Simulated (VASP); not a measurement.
Here is a VASP 6.6.1 calculation.

File INCAR:

```
SYSTEM = NbP
PREC = Accurate ; ENCUT = 520
EDIFF = 1E-6 ; ISMEAR = 0
SIGMA = 0.1 ; LREAL = .FALSE.
LASPH = .TRUE. ; NELM = 100
ALGO = Normal ; ISIF = 2
LWAVE = .FALSE. ; LCHARG = .TRUE.
LDIPOL = .TRUE. ; IDIPOL = 3
DIPOL = 0.5 0.5 0.500 ; GGA = PE
LELF = .TRUE. ; LVHAR = .TRUE.
LVACPOTAV = .TRUE. ; NBANDS = 46
```

The input KPOINTS:

```
regular mesh
0
G
  10 10 1
  0 0 0
```

Contents of POSCAR:

```
NbP
1.0
    3.3470468440      0.0000000000      0.0000000000
    0.0000000000      3.3470468440      0.0000000000
    0.0000000000      0.0000000000     24.5144570612
Nb P
4 4
Direct
    0.5000000000      0.5000000000      0.3101938904
    0.0000000000      0.5000000000      0.4218569237
    0.0000000000      0.0000000000      0.5382150766
    0.5000000000      0.0000000000      0.6557254834
    0.0000000000      0.0000000000      0.3434658374
    0.5000000000      0.0000000000      0.4607271137
    0.5000000000      0.5000000000      0.5772555435
    0.0000000000      0.5000000000      0.6925601313
```

Potentials or basis: VASP PAW PBE potentials, release 64 (Nb_sv, P).

Run with:

```console
$ cat potpaw_PBE.64/Nb_sv/POTCAR potpaw_PBE.64/P/POTCAR > POTCAR
$ mpirun -np 1 vasp_std > vasp.out
```

Problem. Estimate the largest force.

Solution. 0.021 eV/Å.

Problem. Predict the band gap on the k mesh.

Solution. Zero (bands 36 and 37 overlap by 1.12 eV).

Forces on the atoms (eV/Å):
```
Nb   0.000  0.000  0.021
Nb   0.000  0.000  0.011
Nb   0.000  0.000  0.000
Nb   0.000  0.000 -0.013
P    0.000  0.000 -0.013
P    0.000  0.000  0.001
P    0.000  0.000  0.002
P    0.000  0.000 -0.010
```
